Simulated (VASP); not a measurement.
Crystal: CsBr.

```xyz
2
Lattice="4.3865 0.0000 0.0000 0.0000 4.3865 0.0000 0.0000 0.0000 4.3865" Properties=species:S:1:pos:R:3 pbc="T T T"
Cs    0.0000    0.0000    0.0000
Br    2.1933    2.1933    2.1933
```

| Property | Result |
| --- | --- |
| Program | VASP 6.6.1 |
| Task | relaxation of cell and atoms |
| Functional | r2SCAN |
| Potentials or basis | VASP PAW PBE potentials, release 64 (Cs_sv, Br) |
| Cutoff | 550 eV |
| k mesh | 6 × 6 × 6 |
| Occupations | fermi-dirac, width 0.02 eV |
| Spin | no spin polarisation |

At the start: pressure -0.6 GPa; volume 42.20 Å³/atom.

**Question.** How do energy, volume and symmetry change on relaxing?

**Answer.** Over 4 steps the energy falls by 3.1 meV/atom and the volume is 40.51 Å³/atom (-4.0 %); space group Pm-3m (No. 221, to 0.1 Å) before and after.

Step by step:
```tsv
step	energy change (eV)	largest force (eV/Å)	pressure (GPa)	volume (Å³)
1	0.0000	0.0000	-0.56	84.40
2	-0.0047	0.0000	-0.28	82.61
3	-0.0061	0.0000	-0.04	81.21
4	-0.0061	0.0000	0.01	81.01
```

Final structure:
```
Cs Br
1.0
     4.32697    0.00000    0.00000
     0.00000    4.32697    0.00000
     0.00000    0.00000    4.32697
Cs Br
1 1
Direct
  0.00000 0.00000 0.00000
  0.50000 0.50000 0.50000
```

Caveat: the PAW data sets were made with another functional, which shifts forces and pressure a little.
